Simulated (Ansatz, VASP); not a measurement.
# As2Pt in VASP and in Ansatz

POSCAR

```
As2Pt
1.0
    6.0093797529      0.0000000000      0.0000000000
    0.0000000000      6.0093797529      0.0000000000
    0.0000000000      0.0000000000      6.0093797529
As Pt
8 4
Direct
    0.3840512993      0.3840512993      0.3840512993
    0.1159487007      0.6159487007      0.8840512993
    0.8840512993      0.1159487007      0.6159487007
    0.6159487007      0.8840512993      0.1159487007
    0.6159487007      0.6159487007      0.6159487007
    0.8840512993      0.3840512993      0.1159487007
    0.1159487007      0.8840512993      0.3840512993
    0.3840512993      0.1159487007      0.8840512993
    0.0000000000      0.0000000000      0.0000000000
    0.5000000000      0.0000000000      0.5000000000
    0.5000000000      0.5000000000      0.0000000000
    0.0000000000      0.5000000000      0.5000000000
```

File INCAR.step1:

```
SYSTEM = As2Pt
  PREC = Accurate
  ENCUT = 550
  ISMEAR = 0
  SIGMA = 0.01
  LREAL = .False.
  LASPH = .True.
  NELM = 120
  NBANDS = 52
  GGA = PE
  ALGO = Normal
  EDIFF = 1E-5
  LWAVE = .True.
  LCHARG = .False.
  GGA_COMPAT = .False.
```

Contents of INCAR.step2:

```
SYSTEM = As2Pt
  PREC = Accurate
  ENCUT = 550
  EDIFF = 1E-6
  ISMEAR = 0
  SIGMA = 0.01
  LREAL = .False.
  LASPH = .True.
  NELM = 120
  ALGO = Normal
  ISIF = 2
  LWAVE = .False.
  LCHARG = .True.
  METAGGA = R2SCAN
  LMIXTAU = .True.
  LELF = .True.
  LVHAR = .True.
  NBANDS = 52
  ISTART = 1
  GGA_COMPAT = .False.
```

Contents of KPOINTS:

```
regular mesh
0
Gamma
  4 4 4
  0 0 0
```

Input for Ansatz:

```yaml
crystal:
  lattice:
    - [6.0093797529, 0.0, 0.0]
    - [0.0, 6.0093797529, 0.0]
    - [0.0, 0.0, 6.0093797529]
  atoms:
    - { symbol: As, position: [0.3840512993, 0.3840512993, 0.3840512993] }
    - { symbol: As, position: [0.1159487007, 0.6159487007, 0.8840512993] }
    - { symbol: As, position: [0.8840512993, 0.1159487007, 0.6159487007] }
    - { symbol: As, position: [0.6159487007, 0.8840512993, 0.1159487007] }
    - { symbol: As, position: [0.6159487007, 0.6159487007, 0.6159487007] }
    - { symbol: As, position: [0.8840512993, 0.3840512993, 0.1159487007] }
    - { symbol: As, position: [0.1159487007, 0.8840512993, 0.3840512993] }
    - { symbol: As, position: [0.3840512993, 0.1159487007, 0.8840512993] }
    - { symbol: Pt, position: [0.0, 0.0, 0.0] }
    - { symbol: Pt, position: [0.5, 0.0, 0.5] }
    - { symbol: Pt, position: [0.5, 0.5, 0.0] }
    - { symbol: Pt, position: [0.0, 0.5, 0.5] }
kpoints:
  mp_grid: { grid: [4, 4, 4] }
  band_path:
    path:
      - [0.0, 0.0, 0.0]
      - [0.0, 0.5, 0.0]
      - [0.5, 0.5, 0.0]
      - [0.5, 0.5, 0.5]
      - [0.5, 0.0, 0.0]
      - [0.0, 0.359375, 0.380208]
    npoints: 1
hamiltonian:
  xc: r2scan
scf:
  occupations: { method: fixed }
  n_extra_bands: 7
output:
  forces: true
  stress: true
  eigenvalues: true
```

Alike in both runs: task single point; functional r2SCAN; k mesh 4 × 4 × 4; no spin polarisation.

```csv
,VASP,Ansatz
version,VASP 6.6.1,Ansatz 0.2.0
potentials or method,"VASP PAW PBE potentials, release 64 (As, Pt)","plane waves, PAW"
plane-wave cutoff (eV),550,500
occupations,"gaussian, width 0.01 eV",fixed
valence electrons in the cell,80,192
```

Ansatz gave:

```
gap on the k mesh at the Fermi level (eV) : 0.66
pressure (GPa)                            : 0.0
rms of the force components (eV/Å)        : 0.000
```

Task: What did VASP give for the same quantities?

Result: gap on the k mesh at the Fermi level (eV): 0.65; pressure (GPa): 0.0; rms of the force components (eV/Å): 0.006.

VASP's potentials were made for PBE, not for r2SCAN. Atom by atom the forces differ by 0.005 eV/Å (rms over components). VASP's potentials hold 80 valence electrons a cell and Ansatz's 192, so a difference there can come from the potentials and not from the codes.

Spin-orbit coupling is off throughout.
